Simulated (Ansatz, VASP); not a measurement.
**Two plane-wave programs on Ba**

INCAR

```
SYSTEM = Ba
ALGO     = Fast           ! electronic algorithm
EDIFF    = 1E-7           ! SCF threshold, eV
ENCUT    = 520            ! plane-wave cutoff, eV
GGA      = CA             ! functional
ISIF     = 2              ! what is computed and relaxed
ISMEAR   = 0              ! smearing method
LASPH    = .TRUE.         ! aspherical terms in the spheres
LCHARG   = .TRUE.         ! write CHGCAR
LELF     = .TRUE.         ! ELF
LREAL    = .FALSE.        ! projectors in reciprocal space
LVHAR    = .TRUE.       
LWAVE    = .FALSE.        ! write WAVECAR
NBANDS   = 11             ! bands
NELM     = 60             ! most SCF steps
PREC     = Accurate       ! precision mode
SIGMA    = 0.15           ! smearing width, eV
```

KPOINTS

```
k-points
0
G
  16 16 16
  0 0 0
```

File POSCAR:

```
Ba
1.0
    3.5984618652      0.0000000000      0.0000000000
    0.0000000000      3.5984618652      0.0000000000
    0.0000000000      0.0000000000      3.8210471352
Ba
1
Direct
    0.0000000000      0.0000000000      0.0000000000
```

Input for Ansatz:

```yaml
crystal:
  lattice:
    - [3.5984618652, 0.0, 0.0]
    - [0.0, 3.5984618652, 0.0]
    - [0.0, 0.0, 3.8210471352]
  atoms:
    - { symbol: Ba, position: [0.0, 0.0, 0.0] }
basis:
  ecutwfc: 420
kpoints:
  mp_grid: { grid: [16, 16, 16] }
hamiltonian:
  xc: lda
scf:
  occupations: { method: gaussian, width: 0.15 }
output:
  forces: true
  stress: true
  eigenvalues: true
```

Change from the starting cell: strain -0.030 along x and y, +0.030 along z, atoms carried along.

Alike in both runs: task single point; functional LDA; k mesh 16 × 16 × 16; occupations gaussian, width 0.15 eV; no spin polarisation.

|  | VASP | Ansatz |
| --- | --- | --- |
| version | VASP 6.6.1 | Ansatz 0.2.0 |
| potentials or method | VASP PAW LDA potentials, release 64 (Ba_sv), cutoff 520 eV | scalar-relativistic, plane waves, PAW |
| valence electrons in the cell | 10 | 10 |

|  | VASP | Ansatz | Ansatz less VASP |
| --- | --- | --- | --- |
| gap on the k mesh at the Fermi level (eV) | none | none | - |
| pressure (GPa) | 0.6 | 0.3 | -0.33 |
| traceless stress, the component that is largest in VASP (GPa) | -1.55 | -1.43 | +0.112 |

LDA's correlation is that of Perdew and Zunger in VASP and of Perdew and Wang (1992) in Ansatz. A gap of «none» marks a metal or a gap that the smearing closes.

Neither program's run includes spin-orbit coupling.
